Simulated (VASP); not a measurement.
A run of VASP 6.6.1:

Contents of INCAR:

```
SYSTEM = Sb
  ALGO = Normal
  DIPOL = 0.5 0.5 0.500
  EDIFF = 1E-6
  ENCUT = 520
  GGA = PS
  IDIPOL = 3
  ISIF = 2
  ISMEAR = -1
  LASPH = .True.
  LCHARG = .False.
  LDIPOL = .True.
  LREAL = .False.
  LWAVE = .False.
  NBANDS = 14
  NELM = 60
  PREC = Accurate
  SIGMA = 0.1
```

Contents of KPOINTS:

```
k-points
0
Gamma
  11 11 1
  0 0 0
```

POSCAR

```
Sb
1.0
    3.3338465302      0.0000000000      0.0000000000
   -1.6669232651      2.8871957875      0.0000000000
    0.0000000000      0.0000000000     21.4441000000
Sb
3
Direct
    0.1666666667      0.3333333333      0.3772379733
    0.5000000000      1.0000000000      0.5000000002
    0.8333333333      0.6666666667      0.6227620261
```

Potentials or basis: VASP PAW PBE potentials, release 64 (Sb).

Command:

```sh
$ cat potpaw_PBE.64/Sb/POTCAR > POTCAR
$ mpirun -np 1 vasp_std > vasp.out
```

Hardware: 1 thread of Intel(R) Xeon(R) 6975P-C (Granite Rapids), on a shared host.

Task: Estimate the wall time of this run.

Result: It took 38 s on 1 thread of Intel(R) Xeon(R) 6975P-C (Granite Rapids), on a shared host, peak memory 0.34 GiB. Counts: scf iterations 20, k points 16.
